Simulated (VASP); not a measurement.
Runs of VASP 6.6.1 on Pb. The structure is that of space group Im-3m (No. 229), or close to it. The cells are those of the table. 

```csv
cell,gap on the mesh (eV),pressure (GPa)
"a = 3.335 Å, angles 109.5°, 1 atom",none,(b)
"a = 3.489 Å, angles 109.5°, 1 atom",none,-3.4
"a = 3.367 Å, angles 109.5°, 1 atom",none,1.1
"a = 3.398 Å, angles 109.5°, 1 atom",none,-0.3
"a = 3.429 Å, angles 109.5°, 1 atom",none,(a)
```

Alike in all rows: task single point; level PBEsol; potentials or basis VASP PAW PBE potentials, release 64 (Pb_d); no spin polarisation; k mesh 8 × 8 × 8; cutoff (eV) 520; smearing fermi-dirac 0.1 eV.

Q: Estimate the missing entries.

A: (a) -1.5; (b) 2.8.

Caveats: the PAW data sets were made with another functional, which shifts forces and pressure a little; spin-orbit coupling is left out, which moves the levels of the heavy elements.

A k mesh can miss the band edges, and the runs leave out spin-orbit coupling on Pb.

A gap of «none» marks levels without a gap at the run's occupations.
